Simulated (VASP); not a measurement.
CdS, 2 atoms in the cell. The structure is cubic, space group F-43m (No. 216). The conventional cell has a = 5.773 Å, b = 5.773 Å, c = 5.773 Å, α = 90.00°, β = 90.00°, γ = 90.00°. Cd (site symmetry -43m) has 4 S at 2.50 Å within 3.3 Å. S (site symmetry -43m) has 4 Cd at 2.50 Å within 3.3 Å. 

```yaml
Program: VASP 6.6.1
Task: relaxation of cell and atoms
Functional: r2SCAN
Potentials_or_basis: VASP PAW PBE potentials, release 64 (Cd, S)
Cutoff: 550 eV
k_mesh: 8 × 8 × 8
Occupations: gaussian, width 0.02 eV
Spin: no spin polarisation
Dipole_correction: no
Further_INCAR_settings: ALGO = Normal; EDIFF = 1e-07; IBRION = 2; EDIFFG = -0.01; NSW = 80; ISIF = 3
```

Potentials or basis: VASP PAW PBE potentials, release 64 (Cd, S).

Launch:

```console
$ cat potpaw_PBE.64/Cd/POTCAR potpaw_PBE.64/S/POTCAR > POTCAR
$ cp INCAR.step1 INCAR
$ mpirun -np 1 vasp_std > vasp.out
$ cp INCAR.step2 INCAR
$ mpirun -np 1 vasp_std > vasp.out
```

Hardware: 1 thread of Oxide Virtual Turin-like Processor (shared host).

**Question.** Estimate the wall time of this run.

**Answer.** It took 7.2 min on 1 thread of Oxide Virtual Turin-like Processor, with other jobs on the host, peak memory 0.17 GiB. Counts: k points 29, ion steps 3.
